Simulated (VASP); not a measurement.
Crystal: Nb3CdB.

```
CELL_PARAMETERS angstrom
4.40968 0.00000 0.00000
0.00000 4.40968 0.00000
0.00000 0.00000 4.40968
ATOMIC_POSITIONS crystal
Nb 0.00000 0.50000 0.50000
Nb 0.50000 0.00000 0.50000
Nb 0.50000 0.50000 0.00000
Cd 0.50000 0.50000 0.50000
B 0.00000 0.00000 0.00000
```

The cell was generated, and may not be a known phase.

- Program: VASP 6.6.1
- Task: relaxation of cell and atoms
- Functional: PBE
- Potentials or basis: VASP PAW PBE potentials, release 64 (Nb_sv, Cd, B)
- Cutoff: 600 eV
- k mesh: 4 × 4 × 4
- Occupations: gaussian, width 0.1 eV
- Spin: no spin polarisation

At the start: pressure 62.0 GPa; volume 17.15 Å³/atom.

Q: How do energy, volume and symmetry change on relaxing?

A: Over 5 steps the energy falls by 960.5 meV/atom and the volume is 23.86 Å³/atom (+39.1 %); space group Pm-3m (No. 221, to 0.1 Å) before and after.

The path:
```csv
step,energy change (eV),largest force (eV/Å),pressure (GPa),volume (Å³)
1,0.0000,0.0000,61.97,85.75
2,0.3424,0.0000,-12.94,197.22
3,-4.7565,0.0000,-2.99,124.14
4,-4.7945,0.0000,-1.32,121.34
5,-4.8024,0.0000,0.08,119.31
```

Final structure:
```xyz
5
Lattice="4.9229 0.0000 0.0000 0.0000 4.9229 0.0000 0.0000 0.0000 4.9229" Properties=species:S:1:pos:R:3 pbc="T T T"
Nb    0.0000    2.4615    2.4615
Nb    2.4615    0.0000    2.4615
Nb    2.4615    2.4615    0.0000
Cd    2.4615    2.4615    2.4615
B     0.0000    0.0000    0.0000
```

Caveat: the volume moved by over 15 % at a fixed basis, so the end points are rough.
